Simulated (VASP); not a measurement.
Wanted: the native input for a VASP 6.6.1 run.

```
Task                   : single point
Functional             : PBE
Potentials or basis    : VASP PAW PBE potentials, release 64 (Li_sv)
Cutoff                 : 520 eV
k mesh                 : 15 × 15 × 15
Occupations            : fermi-dirac, width 0.08 eV
Spin                   : no spin polarisation
Dipole correction      : no
Further INCAR settings : ALGO = Normal; EDIFF = 1e-07; NBANDS = 10
```

The structure of Li lies in POSCAR:

```
Li
1.0
   -2.3603403759      2.3603403759      1.2768326980
    2.3603403759     -2.3603403759      1.2768326980
    2.3603403759      2.3603403759     -1.2768326980
Li
2
Direct
   -0.3750000000     -0.1250000000     -0.2500000000
    0.3750000000      0.1250000000      0.2500000000
```

The input as run:

INCAR

```
ALGO = Normal
EDIFF = 1E-7
ENCUT = 520
GGA = PE
ISIF = 2
ISMEAR = -1
LASPH = True
LCHARG = True
LELF = True
LREAL = False
LVHAR = True
LWAVE = False
NBANDS = 10
NELM = 60
PREC = Accurate
SIGMA = 0.08
```

KPOINTS

```
k-points
0
Gamma
  15 15 15
```

Potentials or basis: VASP PAW PBE potentials, release 64 (Li_sv).

Run with:

```console
$ cat potpaw_PBE.64/Li_sv/POTCAR > POTCAR
$ mpirun -np 1 vasp_std > vasp.out
```

It gave:

The band gap on the k mesh is zero (bands 3 and 4 overlap by 3.23 eV).

It took 34 s on 1 thread of Intel(R) Xeon(R) 6975P-C (Granite Rapids), with other jobs on the host, peak memory 0.18 GiB.
